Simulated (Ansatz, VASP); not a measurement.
# One calculation of GaSb, two programs

```
Sb Ga
1.0
     4.32129    0.00000    0.00000
     0.00000    4.32129    0.00000
     0.00000    0.00000   25.69465
Sb Ga
4 4
Direct
  0.00000 0.50000 0.29114
  0.50000 0.00000 0.41038
  0.00000 0.50000 0.52921
  0.50000 0.00000 0.64815
  0.50000 0.50000 0.34959
  0.00000 0.00000 0.46935
  0.50000 0.50000 0.58866
  0.00000 0.00000 0.71352
```

Alike in both runs: functional PBEsol; k mesh 8 × 8 × 1; occupations gaussian, width 0.1 eV; no spin polarisation.

Ansatz relaxed the structure, and its values are those at the end. VASP's run is a single point on that final structure, the one shown.

```csv
,VASP,Ansatz
version,VASP 6.6.1,Ansatz 0.2.0
potentials or method,"VASP PAW PBE potentials, release 64 (Sb, Ga_d), cutoff 520 eV","scalar-relativistic, plane waves, PAW"
valence electrons in the cell,72,112
```

```tsv
	VASP	Ansatz	Ansatz less VASP
gap on the k mesh at the Fermi level (eV)	none	none	-
rms of the force components (eV/Å)	0.007	0.003	-0.0033
```

VASP's potentials were made for PBE, not for PBEsol. A gap of «none» marks a metal or a gap that the smearing closes. The functional is the same, so the differences come from potentials, cutoffs and numerics. VASP's potentials hold 72 valence electrons a cell and Ansatz's 112, so a difference there can come from the potentials and not from the codes.

Neither program's run includes spin-orbit coupling.
